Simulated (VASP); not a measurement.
# TiH (P4_2/mmc) in VASP: notebook

TiH is run at these levels: PBEsol; tasks: single point, relaxation of volume and atoms at fixed shape.

All numbers are computed with VASP 6.6.1; they aren't measurements. Logs are shortened: lines on timing, memory, paths and dates and some standing lists are left out, and cuts for length are marked.

### 1 The cell of the first run

The structure is tetragonal, space group P4_2/mmc (No. 131). The conventional cell has a = 2.924 Å, b = 2.924 Å, c = 4.532 Å, α = 90.00°, β = 90.00°, γ = 90.00°. Within 2.5 Å of Ti (site symmetry mmm) lie 4 H at 1.85 Å. H (site symmetry -4m2) has 4 Ti at 1.85 Å and 2 H at 2.27 Å within 2.5 Å.

### 2 Single point, PBEsol

INCAR

```
SYSTEM = TiH
ALGO = Normal ; EDIFF = 1E-6
ENCUT = 520 ; GGA = PS
ISIF = 2 ; ISMEAR = 1
LASPH = .True. ; LCHARG = .False.
LREAL = .False. ; LWAVE = .False.
NBANDS = 21 ; NELM = 80
PREC = Accurate ; SIGMA = 0.02
```

KPOINTS

```
k-points
0
Gamma
  7 7 5
  0 0 0
```

POSCAR

```
TiH
1.0
    2.9239437407      0.0000000000      0.0000000000
    0.0000000000      2.9239437407      0.0000000000
    0.0000000000      0.0000000000      4.5316424363
Ti H
2 2
Direct
    0.5000000000      0.0000000000      0.5000000000
    0.0000000000      0.5000000000      0.0000000000
    0.0000000000      0.0000000000      0.2500000000
    0.0000000000      0.0000000000      0.7500000000
```

Potentials or basis: VASP PAW PBE potentials, release 64 (Ti_sv, H).

Launch:

```
$ cat potpaw_PBE.64/Ti_sv/POTCAR potpaw_PBE.64/H/POTCAR > POTCAR
$ mpirun -np 1 vasp_std > vasp.out
```

OUTCAR:

```text
SYSTEM = TiH
   EDIFF = 1E-6
   ENCUT = 520
   GGA = PS
   ISIF = 2
   ISMEAR = 1
   LASPH = .True.
   LREAL = .False.
   NELM = 80
   PREC = Accurate

 ion  position               nearest neighbor table
   1  0.500  0.000  0.500-   3 1.85   4 1.85   3 1.85   4 1.85
   2  0.000  0.500  0.000-   3 1.85   4 1.85   3 1.85   4 1.85
   3  0.000  0.000  0.250-   1 1.85   2 1.85   2 1.85   1 1.85
   4  0.000  0.000  0.750-   1 1.85   2 1.85   2 1.85   1 1.85

  LATTYP: Found a simple tetragonal cell.
 ALAT       =     2.9239437407
 C/A-ratio  =     1.5498391345

  Lattice vectors:

 A1 = (   2.9239437407,   0.0000000000,   0.0000000000)
 A2 = (   0.0000000000,   2.9239437407,   0.0000000000)
 A3 = (   0.0000000000,   0.0000000000,   4.5316424363)

Analysis of symmetry for initial positions (statically):
=====================================================================
 Subroutine PRICEL returns:
 Original cell was already a primitive cell.

 Routine SETGRP: Setting up the symmetry group for a
 simple tetragonal supercell.

 Subroutine GETGRP returns: Found 16 space group operations
 (whereof  8 operations were pure point group operations)
 out of a pool of 16 trial point group operations.

The static configuration has the point symmetry D_2h.
 The point group associated with its full space group is D_4h.

Analysis of symmetry for dynamics (positions and initial velocities):
=====================================================================
 Subroutine PRICEL returns:
 Original cell was already a primitive cell.

 Routine SETGRP: Setting up the symmetry group for a
 simple tetragonal supercell.

 Subroutine GETGRP returns: Found 16 space group operations
 (whereof  8 operations were pure point group operations)
 out of a pool of 16 trial point group operations.

The dynamic configuration has the point symmetry D_2h.
 The point group associated with its full space group is D_4h.

 Subroutine INISYM returns: Found 16 space group operations
 (whereof  8 operations are pure point group operations),
 and found     1 'primitive' translations

----------------------------------------------------------------------------------------

                                     Primitive cell

  volume of cell :      38.7430

  direct lattice vectors                    reciprocal lattice vectors
     2.923943741  0.000000000  0.000000000     0.342003844  0.000000000  0.000000000
     0.000000000  2.923943741  0.000000000     0.000000000  0.342003844  0.000000000
     0.000000000  0.000000000  4.531642436     0.000000000  0.000000000  0.220670544

  length of vectors
     2.923943741  2.923943741  4.531642436     0.342003844  0.342003844  0.220670544

  position of ions in fractional coordinates (direct lattice)
     0.500000000  0.000000000  0.500000000
     0.000000000  0.500000000  0.000000000
     0.000000000  0.000000000  0.250000000
     0.000000000  0.000000000  0.750000000

  ion indices of the primitive-cell ions
   primitive index   ion index
                 1           1
                 2           2
                 3           3
                 4           4

----------------------------------------------------------------------------------------

 KPOINTS: k-points

Automatic generation of k-mesh.
 Grid dimensions read from file:
 generate k-points for:    7    7    5

 Generating k-lattice:

  Cartesian coordinates                     Fractional coordinates (reciprocal lattice)
     0.048857692  0.000000000  0.000000000     0.142857143  0.000000000  0.000000000
     0.000000000  0.048857692  0.000000000     0.000000000  0.142857143  0.000000000
     0.000000000  0.000000000  0.044134109     0.000000000  0.000000000  0.200000000

  Length of vectors
     0.048857692  0.048857692  0.044134109

  Shift w.r.t. Gamma in fractional coordinates (k-lattice)
     0.000000000  0.000000000  0.000000000

 Subroutine IBZKPT returns following result:
 ===========================================

 Found     30 irreducible k-points:

 Following reciprocal coordinates:
            Coordinates               Weight
  0.000000  0.000000  0.000000      1.000000
  0.142857  0.000000  0.000000      4.000000
  0.285714  0.000000  0.000000      4.000000
  0.428571  0.000000  0.000000      4.000000
  0.142857  0.142857  0.000000      4.000000
  0.285714  0.142857  0.000000      8.000000
[... 16 lines left out ...]
  0.285714  0.000000  0.400000      8.000000
  0.428571  0.000000  0.400000      8.000000
 [... further k-points ...]
   k-points           NKPTS =     30   k-points in BZ     NKDIM =     30   number of bands    NBANDS=     21
   number of dos      NEDOS =    301   number of ions     NIONS =      4
   total plane-waves  NPLWV =  20736
   dimension x,y,z NGX =    24 NGY =   24 NGZ =   36
   dimension x,y,z NGXF=    48 NGYF=   48 NGZF=   72
   ions per type =               2   2
   NGX,Y,Z   is equivalent  to a cutoff of  13.65, 13.65, 13.21 a.u.
   NGXF,Y,Z  is equivalent  to a cutoff of  27.29, 27.29, 26.41 a.u.
 SYSTEM =  TiH
   PREC   = accura    normal or accurate (medium, high low for compatibility)
   ISTART =      0    job   : 0-new  1-cont  2-samecut
   ICHARG =      2    charge: 1-file 2-atom 10-const
   ISPIN  =      1    spin polarized calculation?
   LNONCOLLINEAR =      F non collinear calculations
   LSORBIT =      F    spin-orbit coupling
   LASPH  =      T    aspherical Exc in radial PAW
   ENCUT  =  520.0 eV  38.22 Ry    6.18 a.u.   5.44  5.44  8.43*2*pi/ulx,y,z
   NELM   =     80;   NELMIN=  2; NELMDL= -5     # of ELM steps
   EDIFF  = 0.1E-05   stopping-criterion for ELM
   LREAL  =      F    real-space projection
   EDIFFG = 0.1E-04   stopping-criterion for IOM
   NSW    =      0    number of steps for IOM
   IBRION =     -1    ionic relax: 0-MD 1-quasi-New 2-CG
   NFREE  =      0    steps in history (QN), initial steepest desc. (CG)
   ISIF   =      2    stress and relaxation
   ISYM   =      2    0-nonsym 1-usesym 2-fastsym
   POTIM  = 0.5000    time-step for ionic-motion
   TEBEG  =    0.0;   TEEND  =   0.0 temperature during run
   PSTRESS=    0.0 pullay stress
   NELECT =      26.0000    total number of electrons
   NUPDOWN=      -1.0000    fix difference up-down
   EMIN   =  10.00;   EMAX   =-10.00  energy-range for DOS
   EFERMI =   0.00;   METHOD = LEGACY
   ISMEAR =     1;   SIGMA  =   0.02  broadening in eV -4-tet -1-fermi 0-gaus
   EFERMI_NEDOS =   21; number of points for ismear=-14 and -15
   IALGO  =     38    algorithm
   IMIX   =      4    mixing-type and parameters
     AMIX     =   0.40;   BMIX     =  1.00
     AMIX_MAG =   1.60;   BMIX_MAG =  1.00
  volume/ion in A,a.u.               =       9.69        65.36
  Fermi-wavevector in a.u.,A,eV,Ry     =   1.433292  2.708529 27.950808  2.054326
  Thomas-Fermi vector in A             =   2.552826
   LORBIT       =      0    0 simple, 1 ext, 2 COOP (PROOUT), +10 PAW based schemes
   GGA     = PS    functional components
   LHFCALC =     F    Hartree Fock is set to
   AEXX    =    0.0000 exact exchange contribution
   IVDW    =     0    specifies the selected vdW correction
   LEPSILON=     F    determine dielectric tensor
   LRPA    =     F    only Hartree local field effects (RPA)
 non-spin polarized calculation
 Methfessel and Paxton  Order N= 1 SIGMA  =   0.02
  energy-cutoff  :      520.00
  volume of cell :       38.74
 maximum number of plane-waves:      1057
 NGX is ok and might be reduce to    24
   NGX = 11   NGY = 11   NGZ = 17

 number of electron      26.0000003 magnetization

 Free energy of the ion-electron system (eV)
  ---------------------------------------------------
  ext. energy  EPLUGINS =         0.00000000
  ---------------------------------------------------
  free energy    TOTEN  =       -24.94922488 eV

  energy without entropy =      -24.94921769  energy(sigma->0) =      -24.94922248

 E-fermi :   7.7157     XC(G=0): -11.7037

 val. band max:        7.7084969539   @ k =   0.0000   0.0000   0.0000
 cond. band min:       7.7285560939   @ k =   0.4286   0.0000   0.0000
 fundamental gap:      0.0200591400
 Fermi energy:         7.7156732798

 k-point     1 :       0.0000    0.0000    0.0000
  band No.  band energies     occupation
      1     -48.9918      2.00000
      2     -48.8977      2.00000
      3     -25.5809      2.00000
      4     -25.1914      2.00000
      5     -25.1914      2.00000
      6     -25.0950      2.00000
[... 13 lines left out ...]
     20      10.8617      0.00000
     21      15.5884      0.00000

 k-point     2 :       0.1429    0.0000    0.0000
  band No.  band energies     occupation
      1     -48.9795      2.00000
      2     -48.8946      2.00000
      3     -25.5483      2.00000
      4     -25.2608      2.00000
      5     -25.1804      2.00000
      6     -25.1099      2.00000
[... 13 lines left out ...]
     20      11.2009      0.00000
     21      15.4609      0.00000

 k-point     3 :       0.2857    0.0000    0.0000
  band No.  band energies     occupation
      1     -48.9493      2.00000
      2     -48.8902      2.00000
      3     -25.4614      2.00000
      4     -25.4169      2.00000
      5     -25.2681      2.00000
      6     -25.1569      2.00000
[... 13 lines left out ...]
     20      12.3263      0.00000
     21      13.5515      0.00000
[... 457 lines left out ...]
 k-point    23 :       0.2857    0.0000    0.4000
  band No.  band energies     occupation
      1     -48.9290      2.00000
      2     -48.9105      2.00000
      3     -25.5266      2.00000
      4     -25.4144      2.00000
      5     -25.2183      2.00000
      6     -25.1459      2.00000
[... 13 lines left out ...]
     20      10.6353      0.00000
     21      14.8912      0.00000

 k-point    24 :       0.4286    0.0000    0.4000
  band No.  band energies     occupation
      1     -48.9099      2.00000
      2     -48.9015      2.00000
      3     -25.6436      2.00000
      4     -25.5024      2.00000
      5     -25.2047      2.00000
      6     -25.1647      2.00000
[... 13 lines left out ...]
     20      10.9443      0.00000
     21      13.9315      0.00000

 [... further k-points ...]

------------------------ aborting loop because EDIFF is reached ----------------------------------------

  FORCE on cell =-STRESS in cart. coord.  units (eV):
  Direction    XX          YY          ZZ          XY          YZ          ZX
  --------------------------------------------------------------------------------------
  -------------------------------------------------------------------------------------
  Total       -0.1230011     -0.1230011      0.2067649      0.0000000      0.0000000      0.0000000
  in kB       -5.0865785     -5.0865785      8.5505436      0.0000000      0.0000000      0.0000000
  external PRESSURE =      -0.5408711 kB  Pullay stress =       0.0000000 kB

 VOLUME and BASIS-vectors are now :
 -----------------------------------------------------------------------------
  energy-cutoff  :      520.00
  volume of cell :       38.74
      direct lattice vectors                 reciprocal lattice vectors
     2.923943741  0.000000000  0.000000000     0.342003844  0.000000000  0.000000000
     0.000000000  2.923943741  0.000000000     0.000000000  0.342003844  0.000000000
     0.000000000  0.000000000  4.531642436     0.000000000  0.000000000  0.220670544

 POSITION                                       TOTAL-FORCE (eV/Angst)
 -----------------------------------------------------------------------------------
      1.46197      0.00000      2.26582         0.000000      0.000000      0.000000
      0.00000      1.46197      0.00000         0.000000      0.000000      0.000000
      0.00000      0.00000      1.13291         0.000000     -0.000000     -0.000000
      0.00000      0.00000      3.39873        -0.000000     -0.000000     -0.000000
 -----------------------------------------------------------------------------------
    total drift:                                0.000000      0.000000     -0.000000

  FREE ENERGIE OF THE ION-ELECTRON SYSTEM (eV)
  ---------------------------------------------------
  free  energy   TOTEN  =       -24.9492248798 eV

  energy  without entropy=      -24.9492176883  energy(sigma->0) =      -24.94922248
```

Wall time 21 s (1 thread of Intel Xeon Platinum 8259CL at 2.50GHz (Skylake/Cascade Lake), shared host); peak memory 0.16 GiB.

Results:

| Item | Value |
| --- | --- |
| Free energy | -24.9492 eV |
| Pressure | -0.1 GPa |
| Band gap on the k mesh | zero (band 13 reaches 7.89 eV, above the bottom of band 14 at 7.56 eV) |

Stress tensor (GPa, compression positive):
```
-0.51  0.00  0.00
 0.00 -0.51  0.00
 0.00  0.00  0.86
```

Levels at points of the mesh, in eV from the Fermi level:
| k point | band 11 | band 12 | band 13 | band 14 | band 15 | band 16 |
| --- | --- | --- | --- | --- | --- | --- |
| (0.00, 0.00, 0.00) | -2.81 | -2.46 | -0.01 | 0.56 | 0.56 | 1.58 |

Caveat: the PAW data sets were made with another functional, which shifts forces and pressure a little.

### 3 Relaxation of volume and atoms at fixed shape, PBEsol

This run uses another cell than the first one, of 9.92 Å³/atom, 1.024 times its volume.

INCAR

```
ALGO = Normal
EDIFF = 1E-6
EDIFFG = -0.02
ENCUT = 600
GGA = PS
IBRION = 2
ISIF = 8
ISMEAR = 1
LASPH = T
LCHARG = F
LREAL = F
LWAVE = F
NELM = 80
NSW = 80
PREC = Accurate
SIGMA = 0.02
```

KPOINTS

```
k-points
0
Gamma
  7 7 5
```

POSCAR

```
TiH
1.0
    2.9474930000      0.0000000000      0.0000000000
    0.0000000000      2.9474930000      0.0000000000
    0.0000000000      0.0000000000      4.5681400000
Ti H
2 2
Direct
    0.5000000000      0.0000000000      0.5000000000
    0.0000000000      0.5000000000      0.0000000000
    0.0000000000      0.0000000000      0.2500000000
    0.0000000000      0.0000000000      0.7500000000
```

Potentials or basis: VASP PAW PBE potentials, release 64 (Ti_sv, H).

Launch:

```
$ cat potpaw_PBE.64/Ti_sv/POTCAR potpaw_PBE.64/H/POTCAR > POTCAR
$ mpirun -np 1 vasp_std > vasp.out
```

Wall time 47 s (1 thread of Intel Xeon Platinum 8259CL at 2.50GHz (Skylake/Cascade Lake), shared host); peak memory 0.17 GiB.

The run converged. Its results:

```
Free energy                            : -24.9510 eV
Relaxed volume                         : 9.69 Å³/atom
Relaxed cell                           : a = 2.924 Å, b = 2.924 Å, c = 4.532 Å, α = 90.00°, β = 90.00°, γ = 90.00°
Space group after relaxing (to 0.05 Å) : P4_2/mmc (No. 131)
Energy gained by relaxing              : 2.4 meV/atom
Ionic steps                            : 3
Pressure after relaxing                : 0.0 GPa
Band gap on the k mesh                 : zero (band 13 reaches 7.89 eV, above the bottom of band 14 at 7.56 eV)
```

Stress tensor (GPa, compression positive):
```
-0.43  0.00  0.00
 0.00 -0.43  0.00
 0.00  0.00  0.93
```

Step by step:
```tsv
step	energy change (eV)	largest force (eV/Å)	pressure (GPa)	volume (Å³)
1	0.0000	0.0000	-3.13	39.69
2	-0.0091	0.0000	0.58	38.58
3	-0.0094	0.0000	0.03	38.75
```

Final structure:
```
Ti H
1.0
     2.92400    0.00000    0.00000
     0.00000    2.92400    0.00000
     0.00000    0.00000    4.53173
Ti H
2 2
Direct
  0.50000 0.00000 0.50000
  0.00000 0.50000 0.00000
  0.00000 0.00000 0.25000
  0.00000 0.00000 0.75000
```

Levels at points of the mesh, in eV from the Fermi level:
| k point | band 11 | band 12 | band 13 | band 14 | band 15 | band 16 |
| --- | --- | --- | --- | --- | --- | --- |
| (0.00, 0.00, 0.00) | -2.81 | -2.46 | -0.01 | 0.56 | 0.56 | 1.58 |

Caveat: the PAW data sets were made with another functional, which shifts forces and pressure a little.
